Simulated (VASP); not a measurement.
A run of VASP 6.6.1:

INCAR

```
SYSTEM = TaSi2
PREC     = Accurate       ! precision mode
ENCUT    = 520            ! plane-wave cutoff, eV
EDIFF    = 1E-6           ! SCF threshold, eV
ISMEAR   = -1             ! smearing method
SIGMA    = 0.05           ! smearing width, eV
LREAL    = .FALSE.        ! projectors in reciprocal space
LASPH    = .TRUE.         ! aspherical terms in the spheres
NELM     = 80             ! most SCF steps
ALGO     = Normal         ! electronic algorithm
ISIF     = 2              ! what is computed and relaxed
LWAVE    = .FALSE.        ! write WAVECAR
LCHARG   = .FALSE.        ! write CHGCAR
GGA      = PS             ! functional
NBANDS   = 38             ! bands
```

Contents of KPOINTS:

```
regular mesh
0
G
  7 7 4
  0 0 0
```

File POSCAR:

```
TaSi2
1.0
    4.6862419855      0.0000000000      0.0000000000
   -2.3431209927      4.0584046077      0.0000000000
    0.0000000000      0.0000000000      6.4358807343
Ta Si
3 6
Direct
    0.0000000000      0.5000000000      0.3333333333
    0.5000000000      0.5000000000      0.6666666667
    0.5000000000      0.0000000000      0.0000000000
    0.3179400000      0.1589700000      0.3333333333
    0.1589700000      0.8410300000      0.6666666667
    0.8410300000      0.6820600000      0.0000000000
    0.6820600000      0.8410300000      0.3333333333
    0.8410300000      0.1589700000      0.6666666667
    0.1589700000      0.3179400000      0.0000000000
```

Potentials or basis: VASP PAW PBE potentials, release 64 (Ta_pv, Si).

Launch:

```bash
$ cat potpaw_PBE.64/Ta_pv/POTCAR potpaw_PBE.64/Si/POTCAR > POTCAR
$ mpirun -np 1 vasp_std > vasp.out
```

Hardware: 1 thread of Intel(R) Xeon(R) 6975P-C (Granite Rapids), on a shared host.

Task: How long does it take, and how much memory?

Result: Run time: 48 s on 1 thread of Intel(R) Xeon(R) 6975P-C (Granite Rapids), on a shared host, peak memory 0.27 GiB. Counts: scf iterations 13, k points 24.
